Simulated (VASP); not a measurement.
# AgBr (rocksalt type) (Fm-3m) in VASP: further runs

The runs below take AgBr (rocksalt type) through single point, relaxation of cell and atoms, with PBE.

Everything below comes from runs of VASP 6.6.1. Logs are shortened: lines on timing, memory, paths and dates and some standing lists are left out, and cuts for length are marked.

## (1) The cell of the first run

The structure is cubic, space group Fm-3m (No. 225). The conventional cell has a = 5.792 Å, b = 5.792 Å, c = 5.792 Å, α = 90.00°, β = 90.00°, γ = 90.00°. Ag (site symmetry m-3m) has 6 Br at 2.90 Å within 3.8 Å. Br (site symmetry m-3m) has 6 Ag at 2.90 Å within 3.8 Å.

## (2) Single point, PBE (volume scaled by 0.975)

Contents of INCAR:

```
PREC = Accurate
ENCUT = 500
EDIFF = 1E-6
ISMEAR = -1
SIGMA = 0.03
LREAL = F
LASPH = T
NELM = 120
ALGO = Normal
ISIF = 2
LWAVE = F
LCHARG = F
GGA = PE
NBANDS = 16
GGA_COMPAT = F
```

Contents of KPOINTS:

```
Automatic mesh
0
Gamma
  13 13 13
```

Contents of POSCAR:

```
AgBr
1.0
    0.0000000000      2.8959052097      2.8959052097
    2.8959052097      0.0000000000      2.8959052097
    2.8959052097      2.8959052097      0.0000000000
Ag Br
1 1
Direct
    0.0000000000      0.0000000000      0.0000000000
    0.5000000000      0.5000000000      0.5000000000
```

Potentials or basis: VASP PAW PBE potentials, release 64 (Ag, Br).

Started as:

```
cat potpaw_PBE.64/Ag/POTCAR potpaw_PBE.64/Br/POTCAR > POTCAR
mpirun -np 1 vasp_std > vasp.out
```

OUTCAR:

```text
PREC = Accurate
   ENCUT = 500
   EDIFF = 1E-6
   ISMEAR = -1
   LREAL = F
   LASPH = T
   NELM = 120
   ISIF = 2
   GGA = PE

 ion  position               nearest neighbor table
   1  0.000  0.000  0.000-   2 2.90   2 2.90   2 2.90   2 2.90   2 2.90   2 2.90
   2  0.500  0.500  0.500-   1 2.90   1 2.90   1 2.90   1 2.90   1 2.90   1 2.90

  LATTYP: Found a face centered cubic cell.
 ALAT       =     5.7918104194

  Lattice vectors:

 A1 = (   0.0000000000,   2.8959052097,   2.8959052097)
 A2 = (   2.8959052097,   0.0000000000,   2.8959052097)
 A3 = (   2.8959052097,   2.8959052097,   0.0000000000)

Analysis of symmetry for initial positions (statically):
=====================================================================
 Subroutine PRICEL returns:
 Original cell was already a primitive cell.

 Routine SETGRP: Setting up the symmetry group for a
 face centered cubic supercell.

 Subroutine GETGRP returns: Found 48 space group operations
 (whereof 48 operations were pure point group operations)
 out of a pool of 48 trial point group operations.

The static configuration has the point symmetry O_h .

Analysis of symmetry for dynamics (positions and initial velocities):
=====================================================================
 Subroutine PRICEL returns:
 Original cell was already a primitive cell.

 Routine SETGRP: Setting up the symmetry group for a
 face centered cubic supercell.

 Subroutine GETGRP returns: Found 48 space group operations
 (whereof 48 operations were pure point group operations)
 out of a pool of 48 trial point group operations.

The dynamic configuration has the point symmetry O_h .

 Subroutine INISYM returns: Found 48 space group operations
 (whereof 48 operations are pure point group operations),
 and found     1 'primitive' translations

----------------------------------------------------------------------------------------

                                     Primitive cell

  volume of cell :      48.5717

  direct lattice vectors                    reciprocal lattice vectors
     0.000000000  2.895905210  2.895905210    -0.172657585  0.172657585  0.172657585
     2.895905210  0.000000000  2.895905210     0.172657585 -0.172657585  0.172657585
     2.895905210  2.895905210  0.000000000     0.172657585  0.172657585 -0.172657585

  length of vectors
     4.095428423  4.095428423  4.095428423     0.299051710  0.299051710  0.299051710

  position of ions in fractional coordinates (direct lattice)
     0.000000000  0.000000000  0.000000000
     0.500000000  0.500000000  0.500000000

  ion indices of the primitive-cell ions
   primitive index   ion index
                 1           1
                 2           2

----------------------------------------------------------------------------------------

 KPOINTS: Automatic mesh

Automatic generation of k-mesh.
 Grid dimensions read from file:
 generate k-points for:   13   13   13

 Generating k-lattice:

  Cartesian coordinates                     Fractional coordinates (reciprocal lattice)
    -0.013281353  0.013281353  0.013281353     0.076923077  0.000000000  0.000000000
     0.013281353 -0.013281353  0.013281353     0.000000000  0.076923077  0.000000000
     0.013281353  0.013281353 -0.013281353     0.000000000  0.000000000  0.076923077

  Length of vectors
     0.023003978  0.023003978  0.023003978

  Shift w.r.t. Gamma in fractional coordinates (k-lattice)
     0.000000000  0.000000000  0.000000000

 Subroutine IBZKPT returns following result:
 ===========================================

 Found     84 irreducible k-points:

 Following reciprocal coordinates:
            Coordinates               Weight
  0.000000  0.000000  0.000000      1.000000
  0.076923  0.000000  0.000000      8.000000
  0.153846  0.000000  0.000000      8.000000
  0.230769  0.000000  0.000000      8.000000
  0.307692  0.000000  0.000000      8.000000
  0.384615  0.000000  0.000000      8.000000
[... 16 lines left out ...]
  0.384615  0.153846  0.000000     24.000000
  0.461538  0.153846  0.000000     24.000000
 [... further k-points ...]
   k-points           NKPTS =     84   k-points in BZ     NKDIM =     84   number of bands    NBANDS=     16
   number of dos      NEDOS =    301   number of ions     NIONS =      2
   total plane-waves  NPLWV =  27000
   dimension x,y,z NGX =    30 NGY =   30 NGZ =   30
   dimension x,y,z NGXF=    60 NGYF=   60 NGZF=   60
   ions per type =               1   1
   NGX,Y,Z   is equivalent  to a cutoff of  12.18, 12.18, 12.18 a.u.
   NGXF,Y,Z  is equivalent  to a cutoff of  24.36, 24.36, 24.36 a.u.
 SYSTEM =  unknown system
   PREC   = accura    normal or accurate (medium, high low for compatibility)
   ISTART =      0    job   : 0-new  1-cont  2-samecut
   ICHARG =      2    charge: 1-file 2-atom 10-const
   ISPIN  =      1    spin polarized calculation?
   LNONCOLLINEAR =      F non collinear calculations
   LSORBIT =      F    spin-orbit coupling
   LASPH  =      T    aspherical Exc in radial PAW
   ENCUT  =  500.0 eV  36.75 Ry    6.06 a.u.   7.47  7.47  7.47*2*pi/ulx,y,z
   NELM   =    120;   NELMIN=  2; NELMDL= -5     # of ELM steps
   EDIFF  = 0.1E-05   stopping-criterion for ELM
   LREAL  =      F    real-space projection
   EDIFFG = 0.1E-04   stopping-criterion for IOM
   NSW    =      0    number of steps for IOM
   IBRION =     -1    ionic relax: 0-MD 1-quasi-New 2-CG
   NFREE  =      0    steps in history (QN), initial steepest desc. (CG)
   ISIF   =      2    stress and relaxation
   ISYM   =      2    0-nonsym 1-usesym 2-fastsym
   POTIM  = 0.5000    time-step for ionic-motion
   TEBEG  =    0.0;   TEEND  =   0.0 temperature during run
   PSTRESS=    0.0 pullay stress
   NELECT =      18.0000    total number of electrons
   NUPDOWN=      -1.0000    fix difference up-down
   EMIN   =  10.00;   EMAX   =-10.00  energy-range for DOS
   EFERMI =   0.00;   METHOD = LEGACY
   ISMEAR =    -1;   SIGMA  =   0.03  broadening in eV -4-tet -1-fermi 0-gaus
   EFERMI_NEDOS =   21; number of points for ismear=-14 and -15
   IALGO  =     38    algorithm
   IMIX   =      4    mixing-type and parameters
     AMIX     =   0.40;   BMIX     =  1.00
     AMIX_MAG =   1.60;   BMIX_MAG =  1.00
  volume/ion in A,a.u.               =      24.29       163.89
  Fermi-wavevector in a.u.,A,eV,Ry     =   1.175903  2.222134 18.813412  1.382747
  Thomas-Fermi vector in A             =   2.312275
   LORBIT       =      0    0 simple, 1 ext, 2 COOP (PROOUT), +10 PAW based schemes
   GGA     = PE    functional components
   LHFCALC =     F    Hartree Fock is set to
   AEXX    =    0.0000 exact exchange contribution
   IVDW    =     0    specifies the selected vdW correction
   LEPSILON=     F    determine dielectric tensor
   LRPA    =     F    only Hartree local field effects (RPA)
 non-spin polarized calculation
  energy-cutoff  :      500.00
  volume of cell :       48.57
 maximum number of plane-waves:      1252
 NGX is ok and might be reduce to    30
   NGX = 15   NGY = 15   NGZ = 15

 number of electron      18.0000004 magnetization

 Free energy of the ion-electron system (eV)
  ---------------------------------------------------
  ext. energy  EPLUGINS =         0.00000000
  ---------------------------------------------------
  free energy    TOTEN  =        -4.99653969 eV

  energy without entropy =       -4.99653964  energy(sigma->0) =       -4.99653967

 E-fermi :   3.6848     XC(G=0):  -9.7244

 val. band max:        3.2759442241   @ k =   0.4615   0.0000   0.0000
 cond. band min:       3.9743390872   @ k =   0.0000   0.0000   0.0000
 fundamental gap:      0.6983948631
 Fermi energy:         3.6847820900

 k-point     1 :       0.0000    0.0000    0.0000
  band No.  band energies     occupation
      1     -11.6147      2.00000
      2       0.6102      2.00000
      3       0.6102      2.00000
      4       0.6105      2.00000
      5       0.6105      2.00000
      6       0.6105      2.00000
[... 8 lines left out ...]
     15      14.9743      0.00000
     16      14.9743      0.00000

 k-point     2 :       0.0769    0.0000    0.0000
  band No.  band energies     occupation
      1     -11.5929      2.00000
      2       0.4289      2.00000
      3       0.4289      2.00000
      4       0.5072      2.00000
      5       0.6261      2.00000
      6       0.6261      2.00000
[... 8 lines left out ...]
     15      14.4188      0.00000
     16      14.6780      0.00000

 k-point     3 :       0.1538    0.0000    0.0000
  band No.  band energies     occupation
      1     -11.5313      2.00000
      2       0.0786      2.00000
      3       0.1080      2.00000
      4       0.1080      2.00000
      5       0.6699      2.00000
      6       0.6699      2.00000
[... 8 lines left out ...]
     15      14.1947      0.00000
     16      14.5059      0.00000

 k-point     4 :       0.2308    0.0000    0.0000
  band No.  band energies     occupation
      1     -11.4418      2.00000
      2      -0.5331      2.00000
      3      -0.1962      2.00000
      4      -0.1962      2.00000
      5       0.7329      2.00000
      6       0.7329      2.00000
[... 8 lines left out ...]
     15      14.5143      0.00000
     16      14.5143      0.00000

 k-point     5 :       0.3077    0.0000    0.0000
  band No.  band energies     occupation
      1     -11.3430      2.00000
      2      -1.0942      2.00000
      3      -0.4421      2.00000
      4      -0.4421      2.00000
      5       0.8012      2.00000
      6       0.8012      2.00000
[... 8 lines left out ...]
     15      15.0800      0.00000
     16      15.0800      0.00000

 k-point     6 :       0.3846    0.0000    0.0000
  band No.  band energies     occupation
      1     -11.2577      2.00000
      2      -1.5082      2.00000
      3      -0.6129      2.00000
      4      -0.6129      2.00000
      5       0.8591      2.00000
      6       0.8591      2.00000
[... 8 lines left out ...]
     15      15.7700      0.00000
     16      15.7700      0.00000

 k-point     7 :       0.4615    0.0000    0.0000
  band No.  band energies     occupation
      1     -11.2080      2.00000
      2      -1.7269      2.00000
      3      -0.7002      2.00000
      4      -0.7002      2.00000
      5       0.8922      2.00000
      6       0.8922      2.00000
[... 8 lines left out ...]
     15      16.3642      0.00000
     16      16.3642      0.00000

 k-point     8 :       0.0769    0.0769    0.0000
  band No.  band energies     occupation
      1     -11.5859      2.00000
      2       0.1993      2.00000
      3       0.5583      2.00000
      4       0.5583      2.00000
      5       0.5958      2.00000
      6       0.6188      2.00000
[... 8 lines left out ...]
     15      15.2831      0.00000
     16      15.4859      0.00000

 k-point     9 :       0.1538    0.0769    0.0000
  band No.  band energies     occupation
      1     -11.5383      2.00000
      2      -0.1507      2.00000
      3       0.3414      2.00000
      4       0.3676      2.00000
      5       0.6208      2.00000
      6       0.6712      2.00000
[... 8 lines left out ...]
     15      15.2394      0.00000
     16      15.2728      0.00000
[... 172 lines left out ...]
 k-point    19 :      -0.0769    0.0769    0.0000
  band No.  band energies     occupation
      1     -11.5581      2.00000
      2       0.1504      2.00000
      3       0.1576      2.00000
      4       0.4587      2.00000
      5       0.6362      2.00000
      6       0.6642      2.00000
[... 8 lines left out ...]
     15      14.7150      0.00000
     16      15.0668      0.00000

 k-point    20 :       0.1538    0.1538    0.0000
  band No.  band energies     occupation
      1     -11.5076      2.00000
      2      -0.4409      2.00000
      3       0.4573      2.00000
      4       0.4573      2.00000
      5       0.5553      2.00000
      6       0.6424      2.00000
[... 8 lines left out ...]
     15      16.4722      0.00000
     16      16.5484      0.00000

 k-point    21 :       0.2308    0.1538    0.0000
  band No.  band energies     occupation
      1     -11.4451      2.00000
      2      -0.7253      2.00000
      3       0.2472      2.00000
      4       0.2522      2.00000
      5       0.5898      2.00000
      6       0.7229      2.00000
[... 8 lines left out ...]
     15      16.1137      0.00000
     16      16.4582      0.00000

 k-point    22 :       0.3077    0.1538    0.0000
  band No.  band energies     occupation
      1     -11.3633      2.00000
      2      -0.9882      2.00000
      3      -0.1251      2.00000
      4      -0.0432      2.00000
      5       0.6518      2.00000
      6       0.8142      2.00000
[... 8 lines left out ...]
     15      16.2209      0.00000
     16      16.2866      0.00000

 k-point    23 :       0.3846    0.1538    0.0000
  band No.  band energies     occupation
      1     -11.2801      2.00000
      2      -1.2275      2.00000
      3      -0.4573      2.00000
      4      -0.3075      2.00000
      5       0.7248      2.00000
      6       0.8794      2.00000
[... 8 lines left out ...]
     15      16.3813      0.00000
     16      16.6247      0.00000

 k-point    24 :       0.4615    0.1538    0.0000
  band No.  band energies     occupation
      1     -11.2153      2.00000
      2      -1.4244      2.00000
      3      -0.6432      2.00000
      4      -0.5073      2.00000
      5       0.7991      2.00000
      6       0.9110      2.00000
[... 8 lines left out ...]
     15      16.8564      0.00000
     16      16.8584      0.00000

 [... further k-points ...]
[... 5 lines left out ...]
  --------------------------------------------------------------------------------------
  -------------------------------------------------------------------------------------
  Total        0.3070576      0.3070576      0.3070576      0.0000000     -0.0000000     -0.0000000
  in kB       10.1285526     10.1285526     10.1285526      0.0000000     -0.0000000     -0.0000000
  external PRESSURE =      10.1285526 kB  Pullay stress =       0.0000000 kB

 VOLUME and BASIS-vectors are now :
 -----------------------------------------------------------------------------
  energy-cutoff  :      500.00
  volume of cell :       48.57
      direct lattice vectors                 reciprocal lattice vectors
     0.000000000  2.895905210  2.895905210    -0.172657585  0.172657585  0.172657585
     2.895905210  0.000000000  2.895905210     0.172657585 -0.172657585  0.172657585
     2.895905210  2.895905210  0.000000000     0.172657585  0.172657585 -0.172657585

 POSITION                                       TOTAL-FORCE (eV/Angst)
 -----------------------------------------------------------------------------------
      0.00000      0.00000      0.00000         0.000000      0.000000      0.000000
      2.89591      2.89591      2.89591         0.000000     -0.000000     -0.000000
 -----------------------------------------------------------------------------------
    total drift:                               -0.000000      0.000000      0.000000

  FREE ENERGIE OF THE ION-ELECTRON SYSTEM (eV)
  ---------------------------------------------------
  free  energy   TOTEN  =        -4.9965396886 eV

  energy  without entropy=       -4.9965396430  energy(sigma->0) =       -4.99653967
```

Run time: 25 s. Hardware: 1 thread of AMD EPYC 9R45 (Zen 5), shared host; peak memory 0.18 GiB.

What came out:

| Quantity | Value |
| --- | --- |
| Free energy | -4.9965 eV |
| Pressure | 1.0 GPa |
| Band gap on the k mesh | 0.70 eV, indirect (least direct gap 2.52 eV) |

Levels at points of the mesh, in eV from the valence-band top:
```csv
k point,band 5,band 6,band 7,band 8,band 9,band 10,band 11,band 12,band 13,band 14
"(0.00, 0.00, 0.00)",-2.67,-2.67,-1.82,-1.82,-1.82,0.70,9.94,9.94,9.94,11.22
```

 A k mesh can miss the band edges.

(Part 1 of 3 ends here.)
